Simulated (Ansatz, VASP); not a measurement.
# MgO in VASP and in Ansatz

```
Mg O
1.0
     3.00795    0.00000    0.00000
     0.00000    3.00795    0.00000
     0.00000    0.00000   22.38080
Mg O
4 4
Cartesian
  0.0000 0.0000 8.0246
  1.5040 1.5040 10.1217
  0.0000 0.0000 12.2591
  1.5040 1.5040 14.3562
  1.5040 1.5040 7.9749
  0.0000 0.0000 10.1312
  1.5040 1.5040 12.2496
  0.0000 0.0000 14.4059
```

Alike in both runs: functional PBE; k mesh 10 × 10 × 1; occupations fermi-dirac, width 0.02 eV; no spin polarisation.

Ansatz relaxed the structure, and its values are those at the end. VASP's run is a single point on that final structure, the one shown.

```csv
,VASP,Ansatz
version,VASP 6.6.1,Ansatz 0.2.0
potentials or method,"VASP PAW PBE potentials, release 64 (Mg, O)","PAW with Ansatz's default frozen-core files, scalar-relativistic"
plane-wave cutoff (eV),520,420
valence electrons in the cell,32,64
```

|  | VASP | Ansatz | Ansatz less VASP |
| --- | --- | --- | --- |
| gap on the k mesh at the Fermi level (eV) | 3.51 | 3.52 | +0.018 |
| rms of the force components (eV/Å) | 0.007 | 0.002 | -0.0055 |

VASP's potentials hold 32 valence electrons a cell and Ansatz's 64, so a difference there can come from the potentials and not from the codes. Ansatz's warnings: stress scf threshold loose, xc potential rough in thin density.
